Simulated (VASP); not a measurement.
# KTaO3 (P4/mmm) in VASP: a series of runs

The runs below take KTaO3 through single point, with PBEsol.

All numbers are computed with VASP 6.6.1; they aren't measurements. Logs are shortened: lines on timing, memory, paths and dates and some standing lists are left out, and cuts for length are marked.

## (1) The cell of the first run

The structure is tetragonal, space group P4/mmm (No. 123). The conventional cell has a = 4.045 Å, b = 4.045 Å, c = 3.965 Å, α = 90.00°, β = 90.00°, γ = 90.00°. Within 3.7 Å of K (site symmetry 4/mmm) lie 12 O at 2.83 to 2.86 Å and 8 Ta at 3.48 Å. Within 2.6 Å of Ta (site symmetry 4/mmm) lie 6 O at 1.98 to 2.02 Å. Within 2.7 Å of O (site symmetry mmm) lie 2 Ta at 2.02 Å. Within 2.6 Å of O (site symmetry 4/mmm) lie 2 Ta at 1.98 Å.

## (2) Single point, PBEsol (biaxial strain in the a-b plane: +1.5 %, then relaxed in part)

The input, INCAR:

```
SYSTEM = KTaO3
ALGO = Normal ; EDIFF = 1E-6
ENCUT = 520 ; GGA = PS
ISIF = 2 ; ISMEAR = 0
LASPH = .TRUE. ; LCHARG = .FALSE.
LREAL = .FALSE. ; LWAVE = .FALSE.
NBANDS = 27 ; NELM = 80
PREC = Accurate ; SIGMA = 0.02
```

The input, KPOINTS:

```
k-points
0
G
  8 8 8
  0 0 0
```

The input, POSCAR:

```
KTaO3
1.0
    4.0453961514      0.0000000000      0.0000000000
    0.0000000000      4.0453961514      0.0000000000
    0.0000000000      0.0000000000      3.9654596501
K Ta O
1 1 3
Direct
    0.5000000000      0.5000000000      0.5000000000
    0.0000000000      0.0000000000      0.0000000000
    0.0000000000      0.5000000000      0.0000000000
    0.0000000000      0.0000000000      0.5000000000
    0.5000000000      0.0000000000      0.0000000000
```

Potentials or basis: VASP PAW PBE potentials, release 64 (K_sv, Ta_pv, O).

Launch:

```console
$ cat potpaw_PBE.64/K_sv/POTCAR potpaw_PBE.64/Ta_pv/POTCAR potpaw_PBE.64/O/POTCAR > POTCAR
$ mpirun -np 1 vasp_std > vasp.out
```

OUTCAR:

```text
SYSTEM = KTaO3
   EDIFF = 1E-6
   ENCUT = 520
   GGA = PS
   ISIF = 2
   ISMEAR = 0
   LASPH = .TRUE.
   LREAL = .FALSE.
   NELM = 80
   PREC = Accurate

 ion  position               nearest neighbor table
   1  0.500  0.500  0.500-   3 2.83   5 2.83   3 2.83   5 2.83   5 2.83   5 2.83   3 2.83   3 2.83
                             4 2.86   4 2.86   4 2.86   4 2.86   2 3.48   2 3.48   2 3.48   2 3.48
   2  0.000  0.000  0.000-   4 1.98   4 1.98   5 2.02   3 2.02   3 2.02   5 2.02   1 3.48   1 3.48
                             1 3.48   1 3.48   1 3.48   1 3.48   1 3.48   1 3.48
   3  0.000  0.500  0.000-   2 2.02   2 2.02   1 2.83   1 2.83   1 2.83   1 2.83
   4  0.000  0.000  0.500-   2 1.98   2 1.98   1 2.86   1 2.86   1 2.86   1 2.86
   5  0.500  0.000  0.000-   2 2.02   2 2.02   1 2.83   1 2.83   1 2.83   1 2.83

  LATTYP: Found a simple tetragonal cell.
 ALAT       =     4.0453961514
 C/A-ratio  =     0.9802401302

  Lattice vectors:

 A1 = (   4.0453961514,   0.0000000000,   0.0000000000)
 A2 = (   0.0000000000,   4.0453961514,   0.0000000000)
 A3 = (   0.0000000000,   0.0000000000,   3.9654596501)

Analysis of symmetry for initial positions (statically):
=====================================================================
 Subroutine PRICEL returns:
 Original cell was already a primitive cell.

 Routine SETGRP: Setting up the symmetry group for a
 simple tetragonal supercell.

 Subroutine GETGRP returns: Found 16 space group operations
 (whereof 16 operations were pure point group operations)
 out of a pool of 16 trial point group operations.

The static configuration has the point symmetry D_4h.

Analysis of symmetry for dynamics (positions and initial velocities):
=====================================================================
 Subroutine PRICEL returns:
 Original cell was already a primitive cell.

 Routine SETGRP: Setting up the symmetry group for a
 simple tetragonal supercell.

 Subroutine GETGRP returns: Found 16 space group operations
 (whereof 16 operations were pure point group operations)
 out of a pool of 16 trial point group operations.

The dynamic configuration has the point symmetry D_4h.

 Subroutine INISYM returns: Found 16 space group operations
 (whereof 16 operations are pure point group operations),
 and found     1 'primitive' translations

----------------------------------------------------------------------------------------

                                     Primitive cell

  volume of cell :      64.8957

  direct lattice vectors                    reciprocal lattice vectors
     4.045396151  0.000000000  0.000000000     0.247194579  0.000000000  0.000000000
     0.000000000  4.045396151  0.000000000     0.000000000  0.247194579  0.000000000
     0.000000000  0.000000000  3.965459650     0.000000000  0.000000000  0.252177575

  length of vectors
     4.045396151  4.045396151  3.965459650     0.247194579  0.247194579  0.252177575

  position of ions in fractional coordinates (direct lattice)
     0.500000000  0.500000000  0.500000000
     0.000000000  0.000000000  0.000000000
     0.000000000  0.500000000  0.000000000
     0.000000000  0.000000000  0.500000000
     0.500000000  0.000000000  0.000000000

  ion indices of the primitive-cell ions
   primitive index   ion index
                 1           1
                 2           2
                 3           3
                 4           4
                 5           5

----------------------------------------------------------------------------------------

 KPOINTS: k-points

Automatic generation of k-mesh.
 Grid dimensions read from file:
 generate k-points for:    8    8    8

 Generating k-lattice:

  Cartesian coordinates                     Fractional coordinates (reciprocal lattice)
     0.030899322  0.000000000  0.000000000     0.125000000  0.000000000  0.000000000
     0.000000000  0.030899322  0.000000000     0.000000000  0.125000000  0.000000000
     0.000000000  0.000000000  0.031522197     0.000000000  0.000000000  0.125000000

  Length of vectors
     0.030899322  0.030899322  0.031522197

  Shift w.r.t. Gamma in fractional coordinates (k-lattice)
     0.000000000  0.000000000  0.000000000

 Subroutine IBZKPT returns following result:
 ===========================================

 Found     75 irreducible k-points:

 Following reciprocal coordinates:
            Coordinates               Weight
  0.000000  0.000000  0.000000      1.000000
  0.125000  0.000000  0.000000      4.000000
  0.250000  0.000000  0.000000      4.000000
  0.375000  0.000000  0.000000      4.000000
  0.500000  0.000000  0.000000      2.000000
  0.125000  0.125000  0.000000      4.000000
[... 16 lines left out ...]
  0.375000  0.125000  0.125000     16.000000
  0.500000  0.125000  0.125000      8.000000
 [... further k-points ...]
   k-points           NKPTS =     75   k-points in BZ     NKDIM =     75   number of bands    NBANDS=     27
   number of dos      NEDOS =    301   number of ions     NIONS =      5
   total plane-waves  NPLWV =  27000
   dimension x,y,z NGX =    30 NGY =   30 NGZ =   30
   dimension x,y,z NGXF=    60 NGYF=   60 NGZF=   60
   ions per type =               1   1   3
   NGX,Y,Z   is equivalent  to a cutoff of  12.33, 12.33, 12.58 a.u.
   NGXF,Y,Z  is equivalent  to a cutoff of  24.66, 24.66, 25.15 a.u.
 SYSTEM =  KTaO3
   PREC   = accura    normal or accurate (medium, high low for compatibility)
   ISTART =      0    job   : 0-new  1-cont  2-samecut
   ICHARG =      2    charge: 1-file 2-atom 10-const
   ISPIN  =      1    spin polarized calculation?
   LNONCOLLINEAR =      F non collinear calculations
   LSORBIT =      F    spin-orbit coupling
   LASPH  =      T    aspherical Exc in radial PAW
   ENCUT  =  520.0 eV  38.22 Ry    6.18 a.u.   7.52  7.52  7.37*2*pi/ulx,y,z
   NELM   =     80;   NELMIN=  2; NELMDL= -5     # of ELM steps
   EDIFF  = 0.1E-05   stopping-criterion for ELM
   LREAL  =      F    real-space projection
   EDIFFG = 0.1E-04   stopping-criterion for IOM
   NSW    =      0    number of steps for IOM
   IBRION =     -1    ionic relax: 0-MD 1-quasi-New 2-CG
   NFREE  =      0    steps in history (QN), initial steepest desc. (CG)
   ISIF   =      2    stress and relaxation
   ISYM   =      2    0-nonsym 1-usesym 2-fastsym
   POTIM  = 0.5000    time-step for ionic-motion
   TEBEG  =    0.0;   TEEND  =   0.0 temperature during run
   PSTRESS=    0.0 pullay stress
   NELECT =      38.0000    total number of electrons
   NUPDOWN=      -1.0000    fix difference up-down
   EMIN   =  10.00;   EMAX   =-10.00  energy-range for DOS
   EFERMI =   0.00;   METHOD = LEGACY
   ISMEAR =     0;   SIGMA  =   0.02  broadening in eV -4-tet -1-fermi 0-gaus
   EFERMI_NEDOS =   21; number of points for ismear=-14 and -15
   IALGO  =     38    algorithm
   IMIX   =      4    mixing-type and parameters
     AMIX     =   0.40;   BMIX     =  1.00
     AMIX_MAG =   1.60;   BMIX_MAG =  1.00
  volume/ion in A,a.u.               =      12.98        87.59
  Fermi-wavevector in a.u.,A,eV,Ry     =   1.369612  2.588191 25.522304  1.875836
  Thomas-Fermi vector in A             =   2.495472
   LORBIT       =      0    0 simple, 1 ext, 2 COOP (PROOUT), +10 PAW based schemes
   GGA     = PS    functional components
   LHFCALC =     F    Hartree Fock is set to
   AEXX    =    0.0000 exact exchange contribution
   IVDW    =     0    specifies the selected vdW correction
   LEPSILON=     F    determine dielectric tensor
   LRPA    =     F    only Hartree local field effects (RPA)
 non-spin polarized calculation
 Gauss-broadening in eV      SIGMA  =   0.02
  energy-cutoff  :      520.00
  volume of cell :       64.90
 maximum number of plane-waves:      1773
   NGX = 15   NGY = 15   NGZ = 15

 number of electron      37.9999984 magnetization

 Free energy of the ion-electron system (eV)
  ---------------------------------------------------
  ext. energy  EPLUGINS =         0.00000000
  ---------------------------------------------------
  free energy    TOTEN  =       -42.88608383 eV

  energy without entropy =      -42.88608383  energy(sigma->0) =      -42.88608383

 E-fermi :   1.6712     XC(G=0): -11.0198

 val. band max:        1.5266394422   @ k =   0.5000   0.5000   0.5000
 cond. band min:       3.5280339930   @ k =   0.0000   0.0000   0.0000
 fundamental gap:      2.0013945508
 Fermi energy:         1.6711806110

 k-point     1 :       0.0000    0.0000    0.0000
  band No.  band energies     occupation
      1     -32.6776      2.00000
      2     -32.6458      2.00000
      3     -32.6458      2.00000
      4     -25.6259      2.00000
      5     -15.9270      2.00000
      6     -15.2399      2.00000
[... 19 lines left out ...]
     26       9.3744      0.00000
     27       9.4796      0.00000

 k-point     2 :       0.1250    0.0000    0.0000
  band No.  band energies     occupation
      1     -32.6772      2.00000
      2     -32.6569      2.00000
      3     -32.6454      2.00000
      4     -25.6222      2.00000
      5     -15.8991      2.00000
      6     -15.2119      2.00000
[... 19 lines left out ...]
     26       9.5701      0.00000
     27       9.6900      0.00000

 k-point     3 :       0.2500    0.0000    0.0000
  band No.  band energies     occupation
      1     -32.6833      2.00000
      2     -32.6762      2.00000
      3     -32.6444      2.00000
      4     -25.6134      2.00000
      5     -15.8646      2.00000
      6     -15.1848      2.00000
[... 19 lines left out ...]
     26      10.0671      0.00000
     27      10.4056      0.00000

 k-point     4 :       0.3750    0.0000    0.0000
  band No.  band energies     occupation
      1     -32.7095      2.00000
      2     -32.6752      2.00000
      3     -32.6434      2.00000
      4     -25.6047      2.00000
      5     -15.8594      2.00000
      6     -15.1750      2.00000
[... 19 lines left out ...]
     26      10.5841      0.00000
     27      11.6067      0.00000

 k-point     5 :       0.5000    0.0000    0.0000
  band No.  band energies     occupation
      1     -32.7203      2.00000
      2     -32.6747      2.00000
      3     -32.6430      2.00000
      4     -25.6010      2.00000
      5     -15.8623      2.00000
      6     -15.1724      2.00000
[... 19 lines left out ...]
     26      10.8086      0.00000
     27      11.9174      0.00000

 k-point     6 :       0.1250    0.1250    0.0000
  band No.  band energies     occupation
      1     -32.6768      2.00000
      2     -32.6566      2.00000
      3     -32.6563      2.00000
      4     -25.6188      2.00000
      5     -15.8662      2.00000
      6     -15.1588      2.00000
[... 444 lines left out ...]
      1     -32.6911      2.00000
      2     -32.6560      2.00000
      3     -32.6557      2.00000
      4     -25.6152      2.00000
      5     -15.7573      2.00000
      6     -15.1261      2.00000
[... 19 lines left out ...]
     26       9.9778      0.00000
     27      10.0699      0.00000

 k-point    22 :       0.2500    0.1250    0.1250
  band No.  band energies     occupation
      1     -32.6900      2.00000
      2     -32.6822      2.00000
      3     -32.6548      2.00000
      4     -25.6076      2.00000
      5     -15.6946      2.00000
      6     -15.0770      2.00000
[... 19 lines left out ...]
     26      10.4152      0.00000
     27      10.6928      0.00000

 k-point    23 :       0.3750    0.1250    0.1250
  band No.  band energies     occupation
      1     -32.7083      2.00000
      2     -32.6890      2.00000
      3     -32.6537      2.00000
      4     -25.6000      2.00000
      5     -15.6734      2.00000
      6     -15.0619      2.00000
[... 19 lines left out ...]
     26      10.8883      0.00000
     27      11.7618      0.00000

 k-point    24 :       0.5000    0.1250    0.1250
  band No.  band energies     occupation
      1     -32.7191      2.00000
      2     -32.6885      2.00000
      3     -32.6533      2.00000
      4     -25.5968      2.00000
      5     -15.6715      2.00000
      6     -15.0577      2.00000
[... 19 lines left out ...]
     26      11.1129      0.00000
     27      12.2434      0.00000

 [... further k-points ...]
[... 5 lines left out ...]
  --------------------------------------------------------------------------------------
  -------------------------------------------------------------------------------------
  Total       -2.5700285     -2.5700285      0.3037837      0.0000000      0.0000000      0.0000000
  in kB      -63.4501827    -63.4501827      7.4999690      0.0000000      0.0000000      0.0000000
  external PRESSURE =     -39.8001321 kB  Pullay stress =       0.0000000 kB

 VOLUME and BASIS-vectors are now :
 -----------------------------------------------------------------------------
  energy-cutoff  :      520.00
  volume of cell :       64.90
      direct lattice vectors                 reciprocal lattice vectors
     4.045396151  0.000000000  0.000000000     0.247194579  0.000000000  0.000000000
     0.000000000  4.045396151  0.000000000     0.000000000  0.247194579  0.000000000
     0.000000000  0.000000000  3.965459650     0.000000000  0.000000000  0.252177575

 POSITION                                       TOTAL-FORCE (eV/Angst)
 -----------------------------------------------------------------------------------
      2.02270      2.02270      1.98273         0.000000      0.000000      0.000000
      0.00000      0.00000      0.00000         0.000000      0.000000      0.000000
      0.00000      2.02270      0.00000         0.000000      0.000000      0.000000
      0.00000      0.00000      1.98273         0.000000      0.000000      0.000000
      2.02270      0.00000      0.00000         0.000000      0.000000      0.000000
 -----------------------------------------------------------------------------------
    total drift:                                0.000000     -0.000000      0.000000

  FREE ENERGIE OF THE ION-ELECTRON SYSTEM (eV)
  ---------------------------------------------------
  free  energy   TOTEN  =       -42.8860838278 eV

  energy  without entropy=      -42.8860838278  energy(sigma->0) =      -42.88608383
```

Wall time 1.8 min (1 thread of Intel Xeon 6975P-C (Granite Rapids), shared host); peak memory 0.26 GiB.

What came out:

| Quantity | Value |
| --- | --- |
| Free energy | -42.8861 eV |
| Pressure | -4.0 GPa |
| Band gap on the k mesh | 2.00 eV (least direct gap 2.63 eV) |

Levels at points of the mesh, in eV from the valence-band top:
| k point | band 16 | band 17 | band 18 | band 19 | band 20 | band 21 | band 22 | band 23 |
| --- | --- | --- | --- | --- | --- | --- | --- | --- |
| (0.00, 0.00, 0.00) | -0.98 | -0.65 | -0.65 | -0.63 | 2.00 | 2.03 | 2.03 | 6.17 |
| (0.50, 0.00, 0.00) | -2.19 | -1.52 | -0.91 | -0.85 | 2.17 | 4.73 | 4.73 | 6.55 |
| (0.50, 0.50, 0.00) | -1.73 | -1.58 | -1.58 | -0.04 | 4.77 | 4.77 | 5.98 | 7.66 |
| (0.00, 0.00, 0.50) | -2.09 | -1.47 | -0.85 | -0.85 | 2.17 | 4.99 | 4.99 | 6.36 |
| (0.50, 0.00, 0.50) | -1.72 | -1.38 | -1.37 | -0.07 | 4.78 | 5.02 | 6.17 | 7.16 |
| (0.50, 0.50, 0.50) | -3.75 | -0.03 | -0.03 | 0.00 | 6.12 | 6.29 | 6.29 | 8.63 |

Caveat: the cell differs from its parent crystal (biaxial strain in the a-b plane: +1.5 %, then relaxed in part); the cell stands under tension; the PAW data sets were made with another functional, which shifts forces and pressure a little; spin-orbit coupling is left out, which moves the levels of the heavy elements. A k mesh can miss the band edges.

[end of part 1 of 2]
